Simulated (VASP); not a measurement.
The system is SiC.

```
CELL_PARAMETERS angstrom
3.07536 0.00000 0.00000
-1.53768 2.66334 0.00000
0.00000 0.00000 5.04811
ATOMIC_POSITIONS crystal
Si 0.33333 0.66667 0.49959
Si 0.66667 0.33333 0.99959
C 0.33333 0.66667 0.87541
C 0.66667 0.33333 0.37541
```

Program: VASP 6.6.1. Alike in all runs: task single point; potentials or basis VASP PAW PBE potentials, release 64 (Si, C); no spin polarisation; cell as given; cutoff (eV) 520; smearing gaussian 0.01 eV.

Q: Order these runs on this cell by their band gap on the k mesh, lowest first.
A. level HSE06; k mesh 6 × 6 × 2; grid for exact exchange (PRECFOCK) Normal; share of exact exchange 0.25; screening parameter 0.2079 1/Å
B. level PBEsol; k mesh 6 × 6 × 4
C. level PBE-based screened hybrid with 100 % exact exchange; k mesh 6 × 6 × 2; grid for exact exchange (PRECFOCK) Normal; share of exact exchange 1; screening parameter 0.1 1/Å
D. level HSE06; k mesh 4 × 4 × 4; grid for exact exchange (PRECFOCK) Normal; share of exact exchange 0.25; screening parameter 0.2079 1/Å

A: B (2.11 eV), A (3.17 eV), D (3.75 eV), C (7.54 eV).

Caveats: some runs use coarse meshes.

A k mesh can miss the band edges.
